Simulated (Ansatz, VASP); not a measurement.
# GaSb in VASP and in Ansatz

```xyz
2
Lattice="-1.6219 2.8283 2.5947 1.6219 -2.8283 2.5947 1.6219 2.8283 -2.5947" Properties=species:S:1:pos:R:3 pbc="T T T"
Ga    0.0000    0.0000    0.0000
Sb    0.0000    0.0000    2.5947
```

Change from the starting cell: strain +e along x and -e along y -0.0400, strain +e along z and -e/2 along x and y -0.1000.

Alike in both runs: task single point; functional PBE; k mesh 16 × 16 × 16; occupations gaussian, width 0.15 eV; no spin polarisation.

```csv
,VASP,Ansatz
version,VASP 6.6.1,Ansatz 0.2.0
potentials or method,"VASP PAW PBE potentials, release 64 (Ga_d, Sb), cutoff 520 eV","scalar-relativistic, plane waves, PAW"
valence electrons in the cell,18,28
```

|  | VASP | Ansatz | Ansatz less VASP |
| --- | --- | --- | --- |
| gap on the k mesh at the Fermi level (eV) | none | none | - |
| pressure (GPa) | 4.0 | 4.0 | -0.03 |
| traceless stress, the component that is largest in VASP (GPa) | 15.59 | 15.46 | -0.126 |

A gap of «none» marks a metal or a gap that the smearing closes. VASP's potentials hold 18 valence electrons a cell and Ansatz's 28, so a difference there can come from the potentials and not from the codes.

Neither program's run includes spin-orbit coupling.
